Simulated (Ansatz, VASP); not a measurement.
**Au: VASP beside Ansatz**

```xyz
7
Lattice="2.9402 0.0000 0.0000 0.0000 4.1581 0.0000 0.0000 0.0000 23.8206" Properties=species:S:1:pos:R:3 pbc="T T T"
Au    1.4701    2.0790    7.5000
Au    0.0000    0.0000    8.9701
Au    1.4701    2.0790   10.4402
Au    0.0000    0.0000   11.9103
Au    1.4701    2.0790   13.3804
Au    0.0000    0.0000   14.8505
Au    1.4701    2.0790   16.3206
```

Alike in both runs: task single point; functional PBE; k mesh 12 × 8 × 1; occupations gaussian, width 0.1 eV; no spin polarisation.

|  | VASP | Ansatz |
| --- | --- | --- |
| version | VASP 6.6.1 | Ansatz 0.2.0 |
| potentials or method | VASP PAW PBE potentials, release 64 (Au), cutoff 520 eV | scalar-relativistic, plane waves, PAW |
| valence electrons in the cell | 77 | 133 |

|  | VASP | Ansatz | Ansatz less VASP |
| --- | --- | --- | --- |
| gap on the k mesh at the Fermi level (eV) | none | none | - |
| rms of the force components (eV/Å) | 0.188 | 0.187 | -0.0004 |

Atom by atom the forces differ by 0.003 eV/Å (rms over components). A gap of «none» marks a metal or a gap that the smearing closes. VASP's potentials hold 77 valence electrons a cell and Ansatz's 133, so a difference there can come from the potentials and not from the codes. Ansatz's warnings: xc potential rough in thin density.

Spin-orbit coupling is off throughout.
